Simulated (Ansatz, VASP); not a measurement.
# Si2W in VASP and in Ansatz

File INCAR:

```
PREC = Accurate ; ENCUT = 520
EDIFF = 1E-7 ; ISMEAR = 0
SIGMA = 0.15 ; LREAL = F
LASPH = T ; NELM = 80
ALGO = Normal ; ISIF = 2
LWAVE = F ; LCHARG = T
GGA = PE ; LELF = T
LVHAR = T ; NBANDS = 18
```

Contents of KPOINTS:

```
regular mesh
0
Gamma
  18 18 18
```

Contents of POSCAR:

```
Si2W
1.0
   -1.4990774671      1.4990774671      4.3810538977
    1.4990774671     -1.4990774671      4.3810538977
    1.4990774671      1.4990774671     -4.3810538977
Si W
2 1
Direct
    0.3345726944      0.3345726944      0.0000000000
    0.6654273056      0.6654273056      0.0000000000
    0.0000000000      0.0000000000      0.0000000000
```

Input for Ansatz:

```yaml
crystal:
  lattice:
    - [-1.4990774671, 1.4990774671, 4.3810538977]
    - [1.4990774671, -1.4990774671, 4.3810538977]
    - [1.4990774671, 1.4990774671, -4.3810538977]
  atoms:
    - { symbol: Si, position: [0.3345726944, 0.3345726944, 0.0] }
    - { symbol: Si, position: [0.6654273056, 0.6654273056, 0.0] }
    - { symbol: W, position: [0.0, 0.0, 0.0] }
basis:
  ecutwfc: 420
kpoints:
  mp_grid: { grid: [18, 18, 18] }
hamiltonian:
  xc: pbe
  pseudopotentials: { kind: paw, azcp: { folder: soft_1 } }
scf:
  occupations: { method: gaussian, width: 0.15 }
output:
  forces: true
  stress: true
  eigenvalues: true
```

Alike in both runs: task single point; functional PBE; k mesh 18 × 18 × 18; occupations gaussian, width 0.15 eV; no spin polarisation.

|  | VASP | Ansatz |
| --- | --- | --- |
| version | VASP 6.6.1 | Ansatz 0.2.0 |
| potentials or method | VASP PAW PBE potentials, release 64 (Si, W_sv), cutoff 520 eV | scalar-relativistic, plane waves, PAW |
| valence electrons in the cell | 22 | 22 |

|  | VASP | Ansatz | Ansatz less VASP |
| --- | --- | --- | --- |
| gap on the k mesh at the Fermi level (eV) | none | none | - |
| pressure (GPa) | 13.1 | 13.0 | -0.10 |
| traceless stress, the component that is largest in VASP (GPa) | -35.21 | -35.15 | +0.056 |
| rms of the force components (eV/Å) | 0.007 | 0.012 | +0.0049 |

Atom by atom the forces differ by 0.005 eV/Å (rms over components). A gap of «none» marks a metal or a gap that the smearing closes.

Neither program's run includes spin-orbit coupling.
